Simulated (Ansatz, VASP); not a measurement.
# BAs in VASP and in Ansatz

INCAR

```
  PREC = Accurate
  ENCUT = 520
  EDIFF = 1E-6
  ISMEAR = 0
  SIGMA = 0.05
  LREAL = False
  LASPH = True
  NELM = 60
  ALGO = Normal
  ISIF = 2
  LWAVE = False
  LCHARG = True
  GGA = PE
  LELF = True
  LVHAR = True
  NBANDS = 11
```

KPOINTS

```
regular mesh
0
Gamma
  10 10 10
```

POSCAR

```
BAs
1.0
    0.0000000000      2.1974200000      2.5795800000
    2.1974200000      0.0000000000      2.5795800000
    2.1974200000      2.1974200000      0.0000000000
B As
1 1
Direct
    0.0000000000      0.0000000000      0.0000000000
    0.7500000000      0.7500000000      0.7500000000
```

Input for Ansatz:

```yaml
crystal:
  lattice:
    - [0.0, 2.19742, 2.57958]
    - [2.19742, 0.0, 2.57958]
    - [2.19742, 2.19742, 0.0]
  atoms:
    - { symbol: B, position: [0.0, 0.0, 0.0] }
    - { symbol: As, position: [0.75, 0.75, 0.75] }
basis:
  ecutwfc: 420
kpoints:
  mp_grid: { grid: [10, 10, 10] }
hamiltonian:
  xc: pbe
scf:
  occupations: { method: gaussian, width: 0.05 }
output:
  forces: true
  stress: true
  eigenvalues: true
```

Change from the starting cell: strain -0.080 along x and y, +0.080 along z, atoms carried along.

Alike in both runs: task single point; functional PBE; k mesh 10 × 10 × 10; occupations gaussian, width 0.05 eV; no spin polarisation.

|  | VASP | Ansatz |
| --- | --- | --- |
| version | VASP 6.6.1 | Ansatz 0.2.0 |
| potentials or method | VASP PAW PBE potentials, release 64 (B, As), cutoff 520 eV | scalar-relativistic, plane waves, PAW |
| valence electrons in the cell | 8 | 18 |

|  | VASP | Ansatz | Ansatz less VASP |
| --- | --- | --- | --- |
| gap on the k mesh at the Fermi level (eV) | none | none | - |
| pressure (GPa) | 18.7 | 17.7 | -0.96 |
| traceless stress, the component that is largest in VASP (GPa) | -29.25 | -29.40 | -0.152 |

A gap of «none» marks a metal or a gap that the smearing closes. With one functional, cell and mesh, what is left measures potentials, basis and numerics. VASP's potentials hold 8 valence electrons a cell and Ansatz's 18, so a difference there can come from the potentials and not from the codes.
